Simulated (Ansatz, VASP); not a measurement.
ZnF2: VASP beside Ansatz

POSCAR

```
ZnF2
1.0
    4.6554813154      0.0000000000      0.0000000000
    0.0000000000      4.6554813154      0.0000000000
    0.0000000000      0.0000000000      3.0960767909
Zn F
2 4
Direct
    0.5000000000      0.5000000000      0.5000000000
    0.0000000000      0.0000000000      0.0000000000
    0.6968813123      0.6968813123      0.0000000000
    0.8031186877      0.1968813123      0.5000000000
    0.3031186877      0.3031186877      0.0000000000
    0.1968813123      0.8031186877      0.5000000000
```

File INCAR.step1:

```
SYSTEM = ZnF2
PREC = Accurate ; ENCUT = 580
ISMEAR = 0 ; SIGMA = 0.02
LREAL = .False. ; LASPH = .True.
NELM = 120 ; GGA = PE
ALGO = Normal ; EDIFF = 1E-5
LWAVE = .True. ; LCHARG = .False.
GGA_COMPAT = .False. ; IBRION = 2
EDIFFG = -0.01 ; NELMIN = 4
NSW = 100 ; KPAR = 4
```

The input INCAR.step2:

```
SYSTEM = ZnF2
PREC = Accurate ; ENCUT = 580
EDIFF = 1E-7 ; ISMEAR = 0
SIGMA = 0.02 ; LREAL = .False.
LASPH = .True. ; NELM = 120
ALGO = Normal ; ISIF = 2
LWAVE = .False. ; LCHARG = .False.
METAGGA = R2SCAN ; LMIXTAU = .True.
IBRION = 2 ; NSW = 60
EDIFFG = -0.008 ; ISTART = 1
GGA_COMPAT = .False. ; NELMIN = 4
KPAR = 4
```

The input KPOINTS:

```
regular mesh
0
Gamma
  6 6 8
  0 0 0
```

Input for Ansatz:

```yaml
crystal:
  lattice:
    - [4.6554813154, 0.0, 0.0]
    - [0.0, 4.6554813154, 0.0]
    - [0.0, 0.0, 3.0960767909]
  atoms:
    - { symbol: Zn, position: [0.5, 0.5, 0.5] }
    - { symbol: Zn, position: [0.0, 0.0, 0.0] }
    - { symbol: F, position: [0.6968813123, 0.6968813123, 0.0] }
    - { symbol: F, position: [0.8031186877, 0.1968813123, 0.5] }
    - { symbol: F, position: [0.3031186877, 0.3031186877, 0.0] }
    - { symbol: F, position: [0.1968813123, 0.8031186877, 0.5] }
basis:
  ecutwfc: 500
kpoints:
  mp_grid: { grid: [6, 6, 8] }
hamiltonian:
  xc: r2scan
scf:
  occupations: { method: gaussian, width: 0.02 }
output:
  forces: true
  stress: true
  eigenvalues: true
relax:
  adjacent_minimum: "off"
  f_tol: 0.008
  max_steps: 40
```

Change from the starting cell: equal strain along all axes, cell held, atoms relaxed: -1.0 %.

Alike in both runs: task relaxation of the atoms; functional r2SCAN; k mesh 6 × 6 × 8; occupations gaussian, width 0.02 eV; no spin polarisation.

|  | VASP | Ansatz |
| --- | --- | --- |
| version | VASP 6.6.1 | Ansatz 0.2.0 |
| potentials or method | VASP PAW PBE potentials, release 64 (Zn, F), cutoff 580 eV | scalar-relativistic, plane waves, PAW |
| valence electrons in the cell | 52 | 52 |

```csv
,VASP,Ansatz,Ansatz less VASP
"gap on the k mesh at the Fermi level, each at its own relaxed structure (eV)",4.24,4.31,+0.069
```

VASP's potentials were made for PBE, not for r2SCAN. Ansatz's warnings: stress scf threshold loose.
